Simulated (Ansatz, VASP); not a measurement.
**Rh in VASP and in Ansatz**

The input INCAR:

```
SYSTEM = Rh
ALGO = Fast
EDIFF = 1E-6
ENCUT = 520
GGA = PE
ISIF = 2
ISMEAR = 0
LASPH = .TRUE.
LCHARG = .TRUE.
LELF = .TRUE.
LREAL = .FALSE.
LVHAR = .TRUE.
LWAVE = .FALSE.
NBANDS = 22
NELM = 80
PREC = Accurate
SIGMA = 0.1
```

File KPOINTS:

```
k-points
0
G
  18 18 10
  0 0 0
```

POSCAR

```
Rh
1.0
    2.8507324732      0.0000000000      0.0000000000
   -1.4253662366      2.4688067412      0.0000000000
    0.0000000000      0.0000000000      4.4898235726
Rh
2
Direct
    0.6666666700      0.3333333300      0.7500000000
    0.3333333300      0.6666666700      0.2500000000
```

Input for Ansatz:

```yaml
crystal:
  lattice:
    - [2.8507324732, 0.0, 0.0]
    - [-1.4253662366, 2.4688067412, 0.0]
    - [0.0, 0.0, 4.4898235726]
  atoms:
    - { symbol: Rh, position: [0.66666667, 0.33333333, 0.75] }
    - { symbol: Rh, position: [0.33333333, 0.66666667, 0.25] }
basis:
  ecutwfc: 420
kpoints:
  mp_grid: { grid: [18, 18, 10] }
hamiltonian:
  xc: pbe
scf:
  occupations: { method: gaussian, width: 0.1 }
output:
  forces: true
  stress: true
  eigenvalues: true
  populations: true
```

Alike in both runs: task single point; functional PBE; k mesh 18 × 18 × 10; occupations gaussian, width 0.1 eV; no spin polarisation.

|  | VASP | Ansatz |
| --- | --- | --- |
| version | VASP 6.6.1 | Ansatz 0.2.0 |
| potentials or method | VASP PAW PBE potentials, release 64 (Rh_pv), cutoff 520 eV | scalar-relativistic, plane waves, PAW |
| valence electrons in the cell | 30 | 34 |

```tsv
	VASP	Ansatz	Ansatz less VASP
gap on the k mesh at the Fermi level (eV)	none	none	-
pressure (GPa)	-21.4	-21.4	+0.01
traceless stress, the component that is largest in VASP (GPa)	1.85	1.83	-0.018
```

A gap of «none» marks a metal or a gap that the smearing closes. The functional is the same, so the differences come from potentials, cutoffs and numerics. VASP's potentials hold 30 valence electrons a cell and Ansatz's 34, so a difference there can come from the potentials and not from the codes.
